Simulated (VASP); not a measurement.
# NaF (a cell with a defect) in VASP: single point with PBEsol

Aim: the single point of NaF (a cell with a defect) with PBEsol.

All numbers are computed with VASP 6.6.1; they aren't measurements. Logs are shortened: lines on timing, memory, paths and dates and some standing lists are left out, and cuts for length are marked.

## 1. The cell of the first run

The cell holds a defect, 62 atoms: a = 9.260 Å, b = 9.260 Å, c = 9.260 Å, α = 90.00°, β = 90.00°, γ = 90.00°.

## 2. Single point, PBEsol

The input, INCAR:

```
PREC = Accurate
ENCUT = 520
EDIFF = 1E-6
ISMEAR = -1
SIGMA = 0.05
LREAL = Auto
LASPH = True
NELM = 120
ALGO = Normal
ISIF = 2
LWAVE = False
LCHARG = True
GGA = PS
LELF = True
LVHAR = True
NBANDS = 254
ISYM = -1
GGA_COMPAT = False
```

The input, KPOINTS:

```
explicit points
1
Reciprocal
  0.25000000   0.25000000   0.25000000 1
```

The input, POSCAR:

```
NaF
1.0
    9.2600000000      0.0000000000      0.0000000000
    0.0000000000      9.2600000000      0.0000000000
    0.0000000000      0.0000000000      9.2600000000
F Na
31 31
Direct
    0.2499020000      0.0005680000      0.9998570000
    0.2475220000      0.5005100000      0.9999210000
    0.2318730000      0.5004350000      0.4999150000
    0.7521590000      0.0006700000      0.9997390000
    0.7530310000      0.0004630000      0.4999100000
    0.7521300000      0.5005060000      0.9998860000
    0.7647460000      0.5007510000      0.4998940000
    0.0018370000      0.2481940000      0.9999480000
    0.0095080000      0.2420330000      0.4999070000
    0.0018740000      0.7529510000      0.9999150000
    0.0093670000      0.7591510000      0.4998210000
    0.4992770000      0.2468780000      0.9997640000
    0.4931040000      0.2290880000      0.4999020000
    0.4993040000      0.7542700000      0.9998220000
    0.4932280000      0.7721120000      0.4996700000
    0.0071960000      0.0005810000      0.2543190000
    0.0070900000      0.0005480000      0.7454730000
    0.0013880000      0.5005300000      0.2485140000
    0.0013290000      0.5005650000      0.7513790000
    0.4966240000      0.0006460000      0.2523990000
    0.4964080000      0.0005060000      0.7470370000
    0.4982080000      0.5005930000      0.2354110000
    0.4981840000      0.5005700000      0.7643400000
    0.2503000000      0.2440800000      0.2546600000
    0.2502410000      0.2441690000      0.7451450000
    0.2502790000      0.7568720000      0.2546250000
    0.2502380000      0.7569150000      0.7450090000
    0.7509210000      0.2484730000      0.2510430000
    0.7508980000      0.2485410000      0.7487210000
    0.7510220000      0.7527240000      0.2507660000
    0.7509370000      0.7526190000      0.7488480000
    0.9989270000      0.0005320000      0.9999410000
    0.9836860000      0.0006620000      0.4998610000
    0.9989160000      0.5005740000      0.9998920000
    0.9981810000      0.5004900000      0.4999380000
    0.5035730000      0.0005690000      0.9997470000
    0.5212150000      0.0006030000      0.4997100000
    0.5010540000      0.5005430000      0.9998740000
    0.2517160000      0.2542020000      0.9998380000
    0.2589680000      0.2746020000      0.4998570000
    0.2517640000      0.7468020000      0.9998110000
    0.2590660000      0.7262620000      0.4997650000
    0.7492120000      0.2529760000      0.9998600000
    0.7411240000      0.2596650000      0.4998500000
    0.7492030000      0.7481690000      0.9997720000
    0.7416360000      0.7418580000      0.4997870000
    0.2532320000      0.0004220000      0.2322810000
    0.2530620000      0.0005480000      0.7674310000
    0.2548520000      0.5004910000      0.2530680000
    0.2548610000      0.5004980000      0.7467350000
    0.7496160000      0.0005810000      0.2484550000
    0.7495580000      0.0006030000      0.7511470000
    0.7435030000      0.5006670000      0.2548860000
    0.7434040000      0.5006060000      0.7448150000
    0.0001880000      0.2526760000      0.2510090000
    0.0000760000      0.2526650000      0.7488240000
    0.0001490000      0.7484930000      0.2509060000
    0.0000710000      0.7484030000      0.7487600000
    0.5007360000      0.2572010000      0.2547780000
    0.5007490000      0.2571920000      0.7448580000
    0.5008470000      0.7439440000      0.2547530000
    0.5008090000      0.7439310000      0.7446770000
```

Potentials or basis: VASP PAW PBE potentials, release 64 (F, Na_pv).

The run is started by

```sh
cat potpaw_PBE.64/F/POTCAR potpaw_PBE.64/Na_pv/POTCAR > POTCAR
mpirun -np 1 vasp_std > vasp.out
```

OUTCAR:

```text
PREC = Accurate
   ENCUT = 520
   EDIFF = 1E-6
   ISMEAR = -1
   LREAL = Auto
   LASPH = True
   NELM = 120
   ISIF = 2
   GGA = PS
   ISYM = -1

 ion  position               nearest neighbor table
   1  0.250  0.001  1.000-  48 2.15  47 2.15  32 2.32  39 2.35  36 2.35
   2  0.248  0.501  1.000-  41 2.28  39 2.28  34 2.30  49 2.35  50 2.35  38 2.35
   3  0.232  0.500  0.500-  40 2.11  42 2.11  35 2.16  50 2.30  49 2.30
   4  0.752  0.001  1.000-  32 2.29  36 2.30  52 2.30  51 2.30  43 2.34  45 2.34
   5  0.753  0.000  0.500-  33 2.14  37 2.15  52 2.33  51 2.33
   6  0.752  0.501  1.000-  34 2.29  43 2.29  45 2.29  38 2.32
   7  0.765  0.501  0.500-  35 2.16  46 2.24  44 2.24  54 2.28  53 2.28
   8  0.002  0.248  1.000-  32 2.29  39 2.31  55 2.33  56 2.33  34 2.34  43 2.34
   9  0.010  0.242  0.500-  33 2.25  55 2.31  56 2.31  40 2.33
  10  0.002  0.753  1.000-  32 2.29  41 2.31  57 2.32  58 2.33  34 2.34  45 2.34
  11  0.009  0.759  0.500-  33 2.25  57 2.31  58 2.31  42 2.33
  12  0.499  0.247  1.000-  36 2.28  39 2.29  43 2.32  38 2.35
  13  0.493  0.229  0.500-  37 2.13  40 2.21  60 2.28  59 2.29  44 2.31
  14  0.499  0.754  1.000-  36 2.28  41 2.29  45 2.31  38 2.35
  15  0.493  0.772  0.500-  37 2.13  42 2.21  61 2.28  62 2.28  46 2.32
  16  0.007  0.001  0.254-  33 2.28  47 2.29  57 2.34  55 2.34
  17  0.007  0.001  0.745-  33 2.28  48 2.29  56 2.34  58 2.34
  18  0.001  0.501  0.249-  55 2.30  57 2.30  34 2.30  35 2.33  49 2.35
  19  0.001  0.501  0.751-  58 2.30  56 2.30  34 2.30  35 2.33  50 2.35
  20  0.497  0.001  0.252-  47 2.26  37 2.30  36 2.34  51 2.34
  21  0.496  0.001  0.747-  48 2.26  37 2.30  36 2.34  52 2.34
  22  0.498  0.501  0.235-  38 2.18  49 2.26  61 2.26  59 2.26  53 2.28
  23  0.498  0.501  0.764-  38 2.18  50 2.26  62 2.26  60 2.26  54 2.28
  24  0.250  0.244  0.255-  47 2.27  40 2.29  55 2.32  59 2.32
  25  0.250  0.244  0.745-  48 2.27  40 2.29  56 2.32  60 2.32
  26  0.250  0.757  0.255-  47 2.26  42 2.29  57 2.32  61 2.32
  27  0.250  0.757  0.745-  48 2.27  42 2.29  58 2.32  62 2.32
  28  0.751  0.248  0.251-  51 2.30  44 2.31  55 2.31  59 2.32  43 2.33  53 2.34
  29  0.751  0.249  0.749-  52 2.30  56 2.31  44 2.31  60 2.32  43 2.33  54 2.34
  30  0.751  0.753  0.251-  51 2.30  57 2.31  46 2.31  61 2.32  45 2.32  53 2.34
  31  0.751  0.753  0.749-  52 2.30  58 2.31  46 2.31  62 2.32  45 2.32  54 2.33
  32  0.999  0.001  1.000-   4 2.29  10 2.29   8 2.29   1 2.32
  33  0.984  0.001  0.500-   5 2.14   9 2.25  11 2.25  16 2.28  17 2.28
  34  0.999  0.501  1.000-   6 2.29  19 2.30   2 2.30  18 2.30  10 2.34   8 2.34
  35  0.998  0.500  0.500-   7 2.16   3 2.16  18 2.33  19 2.33
  36  0.504  0.001  1.000-  14 2.28  12 2.28   4 2.30  20 2.34  21 2.34   1 2.35
  37  0.521  0.001  0.500-  15 2.13  13 2.13   5 2.15  20 2.30  21 2.30
  38  0.501  0.501  1.000-  23 2.18  22 2.18   6 2.32   2 2.35  12 2.35  14 2.35
  39  0.252  0.254  1.000-   2 2.28  12 2.29   8 2.31   1 2.35
  40  0.259  0.275  0.500-   3 2.11  13 2.21  24 2.29  25 2.29   9 2.33
  41  0.252  0.747  1.000-   2 2.28  14 2.29  10 2.31
  42  0.259  0.726  0.500-   3 2.11  15 2.21  26 2.29  27 2.29  11 2.33
  43  0.749  0.253  1.000-   6 2.29  12 2.32  29 2.33  28 2.33   4 2.34   8 2.34
  44  0.741  0.260  0.500-   7 2.24  28 2.31  29 2.31  13 2.31
  45  0.749  0.748  1.000-   6 2.29  14 2.31  31 2.32  30 2.32   4 2.34  10 2.34
  46  0.742  0.742  0.500-   7 2.24  30 2.31  31 2.31  15 2.32
  47  0.253  0.000  0.232-   1 2.15  20 2.26  26 2.26  24 2.27  16 2.29
  48  0.253  0.001  0.767-   1 2.15  21 2.26  25 2.27  27 2.27  17 2.29
  49  0.255  0.500  0.253-  22 2.26   3 2.30   2 2.35  18 2.35
  50  0.255  0.500  0.747-  23 2.26   3 2.30   2 2.35  19 2.35
  51  0.750  0.001  0.248-  30 2.30  28 2.30   4 2.30   5 2.33  20 2.34
  52  0.750  0.001  0.751-  29 2.30  31 2.30   4 2.30   5 2.33  21 2.34
  53  0.744  0.501  0.255-   7 2.28  22 2.28  30 2.34  28 2.34
  54  0.743  0.501  0.745-   7 2.28  23 2.28  31 2.33  29 2.34
  55  0.000  0.253  0.251-  18 2.30   9 2.31  28 2.31  24 2.32   8 2.33  16 2.34
  56  0.000  0.253  0.749-  19 2.30  29 2.31   9 2.31  25 2.32   8 2.33  17 2.34
  57  0.000  0.748  0.251-  18 2.30  30 2.31  11 2.31  26 2.32  10 2.32  16 2.34
  58  0.000  0.748  0.749-  19 2.30  31 2.31  11 2.31  27 2.32  10 2.33  17 2.34
  59  0.501  0.257  0.255-  22 2.26  13 2.29  28 2.32  24 2.32
  60  0.501  0.257  0.745-  23 2.26  13 2.28  29 2.32  25 2.32
  61  0.501  0.744  0.255-  22 2.26  15 2.28  30 2.32  26 2.32
  62  0.501  0.744  0.745-  23 2.26  15 2.28  31 2.32  27 2.32

IMPORTANT INFORMATION: All symmetrisations will be switched off!
NOSYMM: (Re-)initialisation of all symmetry stuff for point group C_1.

----------------------------------------------------------------------------------------

                                     Primitive cell

  volume of cell :     794.0228

  direct lattice vectors                    reciprocal lattice vectors
     9.260000000  0.000000000  0.000000000     0.107991361  0.000000000  0.000000000
     0.000000000  9.260000000  0.000000000     0.000000000  0.107991361  0.000000000
     0.000000000  0.000000000  9.260000000     0.000000000  0.000000000  0.107991361

  length of vectors
     9.260000000  9.260000000  9.260000000     0.107991361  0.107991361  0.107991361

  position of ions in fractional coordinates (direct lattice)
     0.249902000  0.000568000  0.999857000
     0.247522000  0.500510000  0.999921000
     0.231873000  0.500435000  0.499915000
     0.752159000  0.000670000  0.999739000
     0.753031000  0.000463000  0.499910000
     0.752130000  0.500506000  0.999886000
[... 54 lines left out ...]
     0.500847000  0.743944000  0.254753000
     0.500809000  0.743931000  0.744677000

  ion indices of the primitive-cell ions
   primitive index   ion index
                 1           1
                 2           2
                 3           3
                 4           4
                 5           5
                 6           6
[... 54 lines left out ...]
                61          61
                62          62

----------------------------------------------------------------------------------------

 KPOINTS: explicit points

Read explicit list of k-points.

 Found      1 k-points:

 Following reciprocal coordinates:
            Coordinates               Weight
  0.250000  0.250000  0.250000      1.000000
   k-points           NKPTS =      1   k-points in BZ     NKDIM =      1   number of bands    NBANDS=    254
   number of dos      NEDOS =    301   number of ions     NIONS =     62
   total plane-waves  NPLWV = 343000
   dimension x,y,z NGX =    70 NGY =   70 NGZ =   70
   dimension x,y,z NGXF=   140 NGYF=  140 NGZF=  140
   ions per type =              31  31
   NGX,Y,Z   is equivalent  to a cutoff of  12.57, 12.57, 12.57 a.u.
   NGXF,Y,Z  is equivalent  to a cutoff of  25.13, 25.13, 25.13 a.u.
 SYSTEM =  unknown system
   PREC   = accura    normal or accurate (medium, high low for compatibility)
   ISTART =      0    job   : 0-new  1-cont  2-samecut
   ICHARG =      2    charge: 1-file 2-atom 10-const
   ISPIN  =      1    spin polarized calculation?
   LNONCOLLINEAR =      F non collinear calculations
   LSORBIT =      F    spin-orbit coupling
   LASPH  =      T    aspherical Exc in radial PAW
   ENCUT  =  520.0 eV  38.22 Ry    6.18 a.u.  17.22 17.22 17.22*2*pi/ulx,y,z
   NELM   =    120;   NELMIN=  2; NELMDL= -5     # of ELM steps
   EDIFF  = 0.1E-05   stopping-criterion for ELM
   LREAL  =      T    real-space projection
   EDIFFG = 0.1E-04   stopping-criterion for IOM
   NSW    =      0    number of steps for IOM
   IBRION =     -1    ionic relax: 0-MD 1-quasi-New 2-CG
   NFREE  =      0    steps in history (QN), initial steepest desc. (CG)
   ISIF   =      2    stress and relaxation
   ISYM   =     -1    0-nonsym 1-usesym 2-fastsym
   POTIM  = 0.5000    time-step for ionic-motion
   TEBEG  =    0.0;   TEEND  =   0.0 temperature during run
   PSTRESS=    0.0 pullay stress
   NELECT =     434.0000    total number of electrons
   NUPDOWN=      -1.0000    fix difference up-down
   EMIN   =  10.00;   EMAX   =-10.00  energy-range for DOS
   EFERMI =   0.00;   METHOD = LEGACY
   ISMEAR =    -1;   SIGMA  =   0.05  broadening in eV -4-tet -1-fermi 0-gaus
   EFERMI_NEDOS =   21; number of points for ismear=-14 and -15
   IALGO  =     38    algorithm
   IMIX   =      4    mixing-type and parameters
     AMIX     =   0.40;   BMIX     =  1.00
     AMIX_MAG =   1.60;   BMIX_MAG =  1.00
  volume/ion in A,a.u.               =      12.81        86.42
  Fermi-wavevector in a.u.,A,eV,Ry     =   1.338527  2.529449 24.376934  1.791654
  Thomas-Fermi vector in A             =   2.466990
   LORBIT       =      0    0 simple, 1 ext, 2 COOP (PROOUT), +10 PAW based schemes
   GGA     = PS    functional components
   LHFCALC =     F    Hartree Fock is set to
   AEXX    =    0.0000 exact exchange contribution
   IVDW    =     0    specifies the selected vdW correction
   LEPSILON=     F    determine dielectric tensor
   LRPA    =     F    only Hartree local field effects (RPA)
 non-spin polarized calculation
  energy-cutoff  :      520.00
  volume of cell :      794.02
 maximum number of plane-waves:     21404
 NGX is ok and might be reduce to    70
   NGX = 35   NGY = 35   NGZ = 35

 number of electron     433.9999766 magnetization

 Free energy of the ion-electron system (eV)
  ---------------------------------------------------
  ext. energy  EPLUGINS =         0.00000000
  ---------------------------------------------------
  free energy    TOTEN  =      -269.93877502 eV

  energy without entropy =     -269.93877502  energy(sigma->0) =     -269.93877502

 E-fermi :  -0.7816     XC(G=0):  -9.1338

 val. band max:       -2.0377806055   @ k =   0.2500   0.2500   0.2500
 cond. band min:       3.6895034453   @ k =   0.2500   0.2500   0.2500
 fundamental gap:      5.7272840508
 Fermi energy:        -0.7816174307

 k-point     1 :       0.2500    0.2500    0.2500
  band No.  band energies     occupation
      1     -22.2080      2.00000
      2     -22.0724      2.00000
      3     -22.0420      2.00000
      4     -22.0296      2.00000
      5     -21.9454      2.00000
      6     -21.9396      2.00000
[... 221 lines left out ...]
    228       7.4719      0.00000
    229       7.9037      0.00000
 [bands above 229 left out]

------------------------ aborting loop because EDIFF is reached ----------------------------------------

  FORCE on cell =-STRESS in cart. coord.  units (eV):
  Direction    XX          YY          ZZ          XY          YZ          ZX
  --------------------------------------------------------------------------------------
  -------------------------------------------------------------------------------------
  Total        1.6925120      2.8877363      1.6848543     -0.0262743     -0.0313473     -0.0366313
  in kB        3.4151468      5.8268678      3.3996951     -0.0530161     -0.0632526     -0.0739145
  external PRESSURE =       4.2139032 kB  Pullay stress =       0.0000000 kB

 VOLUME and BASIS-vectors are now :
 -----------------------------------------------------------------------------
  energy-cutoff  :      520.00
  volume of cell :      794.02
      direct lattice vectors                 reciprocal lattice vectors
     9.260000000  0.000000000  0.000000000     0.107991361  0.000000000  0.000000000
     0.000000000  9.260000000  0.000000000     0.000000000  0.107991361  0.000000000
     0.000000000  0.000000000  9.260000000     0.000000000  0.000000000  0.107991361

 POSITION                                       TOTAL-FORCE (eV/Angst)
 -----------------------------------------------------------------------------------
      2.31409      0.00526      9.25868         0.001755     -0.003270     -0.000640
      2.29205      4.63472      9.25927        -0.001998     -0.001253     -0.000253
      2.14714      4.63403      4.62921         0.024076      0.001328     -0.000993
      6.96499      0.00620      9.25758        -0.001810     -0.003868      0.002801
      6.97307      0.00429      4.62917        -0.013218      0.003010     -0.001855
      6.96472      4.63469      9.25894        -0.000860     -0.000381      0.000557
[... 54 lines left out ...]
      4.63784      6.88892      2.35901         0.002403      0.001501     -0.003313
      4.63749      6.88880      6.89571         0.001322      0.001194      0.005268
 -----------------------------------------------------------------------------------
    total drift:                                0.005275      0.004313     -0.000830

  FREE ENERGIE OF THE ION-ELECTRON SYSTEM (eV)
  ---------------------------------------------------
  free  energy   TOTEN  =      -269.9387750237 eV

  energy  without entropy=     -269.9387750237  energy(sigma->0) =     -269.93877502
```

Wall time 4.5 min (1 thread of Intel Xeon 6975P-C (Granite Rapids), shared host); peak memory 0.72 GiB.

What came out:

```yaml
Free_energy: -269.9388 eV
Pressure: 0.4 GPa
Largest_force: 0.035 eV/Å
Band_gap_on_the_k_mesh: 5.73 eV
```

Forces on the atoms (eV/Å):
```
F    0.002 -0.003 -0.001
F   -0.002 -0.001  0.000
F    0.024  0.001 -0.001
F   -0.002 -0.004  0.003
F   -0.013  0.003 -0.002
F   -0.001  0.000  0.001
F   -0.013 -0.003 -0.001
F   -0.002  0.001 -0.001
F   -0.005 -0.010  0.000
F    0.000 -0.002 -0.001
F    0.002  0.014  0.001
F    0.003  0.001  0.001
F   -0.021  0.007 -0.003
F    0.001  0.000  0.000
F   -0.021 -0.011  0.000
F   -0.001  0.000  0.006
F    0.000  0.001 -0.006
F   -0.009  0.002 -0.001
F   -0.008  0.000 -0.002
F    0.001 -0.002 -0.004
F    0.005  0.002  0.005
F   -0.001 -0.001  0.015
F   -0.001  0.000 -0.015
F   -0.002 -0.001  0.000
F   -0.003  0.000  0.000
F   -0.003  0.002 -0.002
F   -0.004  0.001  0.001
F    0.002  0.003 -0.003
F    0.001  0.001  0.002
F    0.002 -0.003  0.002
F    0.002 -0.001 -0.002
Na   0.001  0.002 -0.002
Na   0.026 -0.001  0.001
Na   0.001 -0.001  0.001
Na  -0.006  0.001 -0.001
Na   0.001  0.001  0.000
Na  -0.026 -0.001  0.002
Na  -0.001  0.001 -0.001
Na   0.001  0.000  0.001
Na   0.006 -0.026  0.002
Na   0.001  0.000  0.000
Na   0.005  0.029  0.002
Na   0.001 -0.001  0.000
Na   0.017  0.001  0.000
Na   0.001  0.001  0.001
Na   0.009 -0.005  0.001
Na  -0.008  0.003  0.034
Na  -0.006 -0.001 -0.034
Na  -0.001  0.000 -0.006
Na  -0.002  0.000  0.005
Na   0.008  0.001  0.001
Na   0.007  0.000  0.000
Na   0.007 -0.002  0.000
Na   0.008  0.000  0.002
Na   0.000 -0.003  0.003
Na   0.002 -0.002 -0.004
Na   0.003  0.000  0.005
Na   0.004  0.004 -0.003
Na   0.004 -0.001 -0.003
Na   0.002 -0.002  0.004
Na   0.002  0.002 -0.003
Na   0.001  0.001  0.005
```

Stress tensor (GPa, compression positive):
```
 0.34 -0.01 -0.01
-0.01  0.58 -0.01
-0.01 -0.01  0.34
```

Caveat: the PAW data sets were made with another functional, which shifts forces and pressure a little.
